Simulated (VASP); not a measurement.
A run of VASP 6.6.1 is set up as follows.

Contents of INCAR:

```
PREC     = Accurate       # precision mode
ENCUT    = 520            # plane-wave cutoff, eV
EDIFF    = 1E-8           # SCF threshold, eV
ISMEAR   = -1             # smearing method
SIGMA    = 0.05           # smearing width, eV
LREAL    = F              # projectors in reciprocal space
LASPH    = T              # aspherical terms in the spheres
NELM     = 100            # most SCF steps
ALGO     = Normal         # electronic algorithm
ISIF     = 2              # what is computed and relaxed
LWAVE    = F              # write WAVECAR
LCHARG   = F              # write CHGCAR
LEFG     = T            
NBANDS   = 26             # bands
```

File KPOINTS:

```
regular mesh
0
Gamma
  10 10 10
```

File POSCAR:

```
Si
1.0
   -3.3180000000      3.3180000000      3.3180000000
    3.3180000000     -3.3180000000      3.3180000000
    3.3180000000      3.3180000000     -3.3180000000
Si
8
Direct
    0.2033210781      0.2033210781      0.2033210781
    0.5000000000      0.0000000000      0.2966789219
    0.2966789219      0.5000000000      0.0000000000
    0.0000000000      0.2966789219      0.5000000000
    0.7966789219      0.7966789219      0.7966789219
    0.5000000000      0.0000000000      0.7033210781
    0.7033210781      0.5000000000      0.0000000000
    0.0000000000      0.7033210781      0.5000000000
```

Potentials or basis: VASP PAW LDA potentials, release 64 (Si).

Command:

```bash
$ cat potpaw_LDA.64/Si/POTCAR > POTCAR
$ mpirun -np 1 vasp_std > vasp.out
```

Task: Predict the band gap on the k mesh.

Result: Zero (bands 16 and 17 overlap by 0.19 eV).

Task: What does it give for the largest force?

Result: 0.036 eV/Å.

Task: What does it give for the pressure?

Result: -2.8 GPa.

Electric field gradients, principal values (V/Å²):
```
atom  least  middle  greatest (by size)
1 Si  5.386   5.386             -10.773
2 Si  5.386   5.387             -10.773
3 Si  5.386   5.387             -10.773
4 Si  5.386   5.387             -10.773
5 Si  5.386   5.386             -10.773
6 Si  5.386   5.387             -10.773
7 Si  5.386   5.387             -10.773
8 Si  5.386   5.387             -10.773
```

Caveat: semilocal functionals underestimate gaps, and a narrow one can read as zero; without QUAD_EFG the Cq values of the log hold for a quadrupole moment of 1 mb, not for the nuclei.
